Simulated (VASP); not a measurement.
Wanted: the native input for a VASP 6.6.1 run.

| Quantity | Value |
| --- | --- |
| Task | single point |
| Functional | PBE |
| Potentials or basis | VASP PAW PBE potentials, release 64 (Mg, B) |
| Cutoff | 520 eV |
| k mesh | 6 × 6 × 6 |
| Occupations | gaussian, width 0.1 eV |
| Spin | no spin polarisation |
| Dipole correction | no |
| Further INCAR settings | ALGO = Normal; EDIFF = 1e-07; NBANDS = 14 |

The structure of Mg2B3 lies in POSCAR:

```
Mg2B3
1.0
    1.5199942682      0.8775690999      7.1421467163
   -1.5199942682      0.8775690999      7.1421467163
    0.0000000000     -1.7551381999      7.1421467163
Mg B
2 3
Direct
    0.4173410242      0.4173410242      0.4173410242
    0.5826589758      0.5826589758      0.5826589758
    0.0000000000      0.0000000000      0.0000000000
    0.1661220571      0.1661220571      0.1661220571
    0.8338779429      0.8338779429      0.8338779429
```

The cell was generated, and may not be a known phase.

These files were run (other wordings do the same):

INCAR

```
ALGO = Normal ; EDIFF = 1E-7
ENCUT = 520 ; GGA = PE
ISIF = 2 ; ISMEAR = 0
LASPH = T ; LCHARG = F
LREAL = F ; LWAVE = F
NBANDS = 14 ; NELM = 100
PREC = Accurate ; SIGMA = 0.1
```

KPOINTS

```
k-points
0
Gamma
  6 6 6
```

Potentials or basis: VASP PAW PBE potentials, release 64 (Mg, B).

Command:

```sh
$ cat potpaw_PBE.64/Mg/POTCAR potpaw_PBE.64/B/POTCAR > POTCAR
$ mpirun -np 1 vasp_std > vasp.out
```

Results of the run:

```
Pressure               : -0.3 GPa
Largest force          : 0.009 eV/Å
Band gap on the k mesh : zero (an odd number of electrons rules out a gap without spin polarisation)
```

Caveat: the k points lie up to 0.40 Å⁻¹ apart, too coarse for converged energies and pressures of a metal; an odd number of electrons without spin polarisation forces a metal; a magnetic or distorted state may lie lower.

It took 2.4 min on 1 thread of Intel Xeon 8259CL, with other jobs on the host, peak memory 0.4 GiB.
